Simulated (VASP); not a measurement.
# TiC (I4/mmm) in VASP: a series of runs, part 2 of 2

VASP 6.6.1.

## 3. Single point, PBE (strain +0.1000 x Voigt [0, 0, 1, 0, 0, 0])

Input file INCAR:

```
SYSTEM = TiC
ALGO = Normal
EDIFF = 1E-6
ENCUT = 520
GGA = PE
ISIF = 2
ISMEAR = 0
LASPH = .TRUE.
LCHARG = .FALSE.
LREAL = .FALSE.
LWAVE = .FALSE.
NBANDS = 15
NELM = 100
PREC = Accurate
SIGMA = 0.15
```

Input file KPOINTS:

```
k-points
0
G
  18 18 18
  0 0 0
```

Input file POSCAR:

```
TiC
1.0
    0.0000000000      2.1640000000      2.3804000000
    2.1640000000      0.0000000000      2.3804000000
    2.1640000000      2.1640000000      0.0000000000
Ti C
1 1
Direct
    0.0000000000      0.0000000000      0.0000000000
    0.5000000000      0.5000000000      0.5000000000
```

Potentials or basis: VASP PAW PBE potentials, release 64 (Ti_sv, C).

The run is started by

```sh
$ cat potpaw_PBE.64/Ti_sv/POTCAR potpaw_PBE.64/C/POTCAR > POTCAR
$ mpirun -np 1 vasp_std > vasp.out
```

It took 3.4 min on 1 thread of AMD EPYC 7R13, shared host; peak memory 0.25 GiB.

Results (log left out):

* Free energy: -18.4970 eV
* Pressure: -15.6 GPa
* Band gap on the k mesh: zero (band 8 reaches 9.25 eV, above the bottom of band 9 at 7.78 eV)

Stress tensor (GPa, compression positive):
```
 -8.94   0.00   0.00
  0.00  -8.94   0.00
  0.00   0.00 -28.92
```

Levels at points of the mesh, in eV from the Fermi level:
```tsv
k point	band 4	band 5	band 6	band 7	band 8	band 9	band 10	band 11	band 12	band 13
(0.00, 0.00, 0.00)	-32.85	-11.99	0.25	0.87	0.87	1.01	1.38	1.62	1.62	1.82
(0.50, 0.00, 0.00)	-32.86	-8.89	-5.45	-2.78	-2.62	2.42	2.73	3.69	6.63	7.50
(0.50, 0.50, 0.00)	-32.94	-9.98	-3.87	-1.30	0.31	0.31	2.40	3.00	3.00	4.48
(0.50, 0.00, 0.50)	-33.04	-9.76	-3.05	-1.39	-0.36	-0.23	2.29	2.77	3.39	5.33
```

Caveat: the cell differs from its parent crystal (strain +0.1000 x Voigt [0, 0, 1, 0, 0, 0]).

## 4. Single point, PBE (strain -0.1000 x Voigt [0, 0, 1, 0, 0, 0])

Input file INCAR:

```
SYSTEM = TiC
PREC = Accurate ; ENCUT = 520
EDIFF = 1E-6 ; ISMEAR = 0
SIGMA = 0.15 ; LREAL = .FALSE.
LASPH = .TRUE. ; NELM = 100
ALGO = Normal ; ISIF = 2
LWAVE = .FALSE. ; LCHARG = .TRUE.
GGA = PE ; LELF = .TRUE.
LVHAR = .TRUE. ; NBANDS = 15
```

Input file KPOINTS:

```
regular mesh
0
G
  18 18 18
  0 0 0
```

Input file POSCAR:

```
TiC
1.0
    0.0000000000      2.1640000000      1.9476000000
    2.1640000000      0.0000000000      1.9476000000
    2.1640000000      2.1640000000      0.0000000000
Ti C
1 1
Direct
    0.0000000000      0.0000000000      0.0000000000
    0.5000000000      0.5000000000      0.5000000000
```

Potentials or basis: VASP PAW PBE potentials, release 64 (Ti_sv, C).

The run is started by

```sh
$ cat potpaw_PBE.64/Ti_sv/POTCAR potpaw_PBE.64/C/POTCAR > POTCAR
$ mpirun -np 1 vasp_std > vasp.out
```

OUTCAR:

```text
SYSTEM = TiC
   PREC = Accurate
   ENCUT = 520
   EDIFF = 1E-6
   ISMEAR = 0
   LREAL = .FALSE.
   LASPH = .TRUE.
   NELM = 100
   ISIF = 2
   GGA = PE

 ion  position               nearest neighbor table
   1  0.000  0.000  0.000-   2 1.95   2 1.95   2 2.16   2 2.16   2 2.16   2 2.16
   2  0.500  0.500  0.500-   1 1.95   1 1.95   1 2.16   1 2.16   1 2.16   1 2.16

  LATTYP: Found a body centered tetragonal cell.
 ALAT       =     3.0603581490
 C/A-ratio  =     1.2727922061

  Lattice vectors:

 A1 = (   0.0000000000,  -2.1640000000,  -1.9476000000)
 A2 = (   0.0000000000,   2.1640000000,  -1.9476000000)
 A3 = (   2.1640000000,   0.0000000000,   1.9476000000)

Analysis of symmetry for initial positions (statically):
=====================================================================
 Subroutine PRICEL returns:
 Original cell was already a primitive cell.

 Routine SETGRP: Setting up the symmetry group for a
 body centered tetragonal supercell.

 Subroutine GETGRP returns: Found 16 space group operations
 (whereof 16 operations were pure point group operations)
 out of a pool of 16 trial point group operations.

The static configuration has the point symmetry D_4h.

Analysis of symmetry for dynamics (positions and initial velocities):
=====================================================================
 Subroutine PRICEL returns:
 Original cell was already a primitive cell.

 Routine SETGRP: Setting up the symmetry group for a
 body centered tetragonal supercell.

 Subroutine GETGRP returns: Found 16 space group operations
 (whereof 16 operations were pure point group operations)
 out of a pool of 16 trial point group operations.

The dynamic configuration has the point symmetry D_4h.

 Subroutine INISYM returns: Found 16 space group operations
 (whereof 16 operations are pure point group operations),
 and found     1 'primitive' translations

----------------------------------------------------------------------------------------

                                     Primitive cell

  volume of cell :      18.2408
[... 120 lines left out ...]
 non-spin polarized calculation
 Gauss-broadening in eV      SIGMA  =   0.15
  energy-cutoff  :      520.00
  volume of cell :       18.24
 maximum number of plane-waves:       506
 NGX is ok and might be reduce to    24
   NGX = 11   NGY = 11   NGZ = 11

 number of electron      15.9999997 magnetization

 Free energy of the ion-electron system (eV)
  ---------------------------------------------------
  ext. energy  EPLUGINS =         0.00000000
  ---------------------------------------------------
  free energy    TOTEN  =       -18.21835027 eV

  energy without entropy =      -18.21515281  energy(sigma->0) =      -18.21675154

 E-fermi :  10.7609     XC(G=0): -13.2437

 val. band max:       10.7590505895   @ k =   0.4444   0.3333   0.0556
 cond. band min:      10.7653529132   @ k =  -0.0556   0.0556   0.0000
 fundamental gap:      0.0063023237
 Fermi energy:        10.7608791726

 k-point     1 :       0.0000    0.0000    0.0000
  band No.  band energies     occupation
      1     -45.5078      2.00000
      2     -21.4810      2.00000
      3     -21.4810      2.00000
      4     -21.4513      2.00000
      5      -2.1627      2.00000
      6      11.2099      0.00002
      7      11.2099      0.00002
      8      12.1017      0.00000
      9      12.2508      0.00000
     10      12.3411      0.00000
     11      12.3411      0.00000
     12      12.7929      0.00000
     13      13.0140      0.00000
     14      23.2184      0.00000
[... 401 lines left out ...]
      2     -21.8142      2.00000
      3     -21.5312      2.00000
      4     -21.4964      2.00000
      5      -0.8022      2.00000
      6       7.8444      2.00000
      7       8.6311      2.00000
      8       9.3972      2.00000
      9      12.3440      0.00000
     10      12.9925      0.00000
     11      13.9761      0.00000
     12      16.9972      0.00000
     13      17.0748      0.00000
     14      23.2642      0.00000
     15      26.3497      0.00000

 [... further k-points ...]

------------------------ aborting loop because EDIFF is reached ----------------------------------------

  FORCE on cell =-STRESS in cart. coord.  units (eV):
  Direction    XX          YY          ZZ          XY          YZ          ZX
  --------------------------------------------------------------------------------------
  -------------------------------------------------------------------------------------
  Total        1.7442581      1.7442581     10.3428885      0.0000000      0.0000000      0.0000000
  in kB      153.2064527    153.2064527    908.4648952      0.0000000      0.0000000      0.0000000
  external PRESSURE =     404.9592668 kB  Pullay stress =       0.0000000 kB

 VOLUME and BASIS-vectors are now :
 -----------------------------------------------------------------------------
  energy-cutoff  :      520.00
  volume of cell :       18.24
      direct lattice vectors                 reciprocal lattice vectors
     0.000000000  2.164000000  1.947600000    -0.231053604  0.231053604  0.256726227
     2.164000000  0.000000000  1.947600000     0.231053604 -0.231053604  0.256726227
     2.164000000  2.164000000  0.000000000     0.231053604  0.231053604 -0.256726227

 POSITION                                       TOTAL-FORCE (eV/Angst)
 -----------------------------------------------------------------------------------
      0.00000      0.00000      0.00000         0.000000      0.000000      0.000000
      2.16400      2.16400      1.94760        -0.000000     -0.000000      0.000000
 -----------------------------------------------------------------------------------
    total drift:                                0.000000     -0.000000     -0.000000

  FREE ENERGIE OF THE ION-ELECTRON SYSTEM (eV)
  ---------------------------------------------------
  free  energy   TOTEN  =       -18.2183502682 eV

  energy  without entropy=      -18.2151528061  energy(sigma->0) =      -18.21675154
```

Run time: 3.2 min. Hardware: 1 thread of AMD EPYC 7R13, shared host; peak memory 0.22 GiB.

Results:

```yaml
Free_energy: -18.2184 eV
Pressure: 40.5 GPa
Band_gap_on_the_k_mesh: zero (band 8 reaches 12.10 eV, above the bottom of band 9 at 9.63 eV)
```

Stress tensor (GPa, compression positive):
```
15.32  0.00  0.00
 0.00 15.32  0.00
 0.00  0.00 90.85
```

Levels at points of the mesh, in eV from the Fermi level:
| k point | band 5 | band 6 | band 7 | band 8 | band 9 | band 10 | band 11 | band 12 |
| --- | --- | --- | --- | --- | --- | --- | --- | --- |
| (0.00, 0.00, 0.00) | -12.92 | 0.45 | 0.45 | 1.34 | 1.49 | 1.58 | 1.58 | 2.03 |
| (0.50, 0.00, 0.00) | -8.80 | -6.38 | -3.48 | -3.32 | 3.09 | 3.69 | 4.92 | 8.48 |
| (0.50, 0.50, 0.00) | -10.55 | -2.47 | -2.13 | -0.53 | -0.53 | 3.22 | 4.05 | 4.05 |
| (0.50, 0.00, 0.50) | -10.69 | -3.91 | -1.87 | 0.20 | 0.61 | 2.93 | 3.71 | 4.30 |

Caveat: the cell differs from its parent crystal (strain -0.1000 x Voigt [0, 0, 1, 0, 0, 0]).

## 5. Summary

```csv
cell,gap on the mesh (eV),pressure (GPa)
"a = 3.197, b = 3.197, c = 3.060 Å, angles 61.4, 61.4, 57.2°, 2 atoms",none,-14.3
"a = 3.217, b = 3.217, c = 3.060 Å, angles 61.6, 61.6, 56.8°, 2 atoms",none,-15.6
"a = 2.911, b = 2.911, c = 3.060 Å, angles 58.3, 58.3, 63.4°, 2 atoms",none,40.5
```

Alike in all rows: task single point; level PBE; potentials or basis VASP PAW PBE potentials, release 64 (Ti_sv, C); no spin polarisation; k mesh 18 × 18 × 18; cutoff (eV) 520; smearing gaussian 0.15 eV.

Total energies depend on the potentials used, so only differences within one code and one set of settings carry meaning.
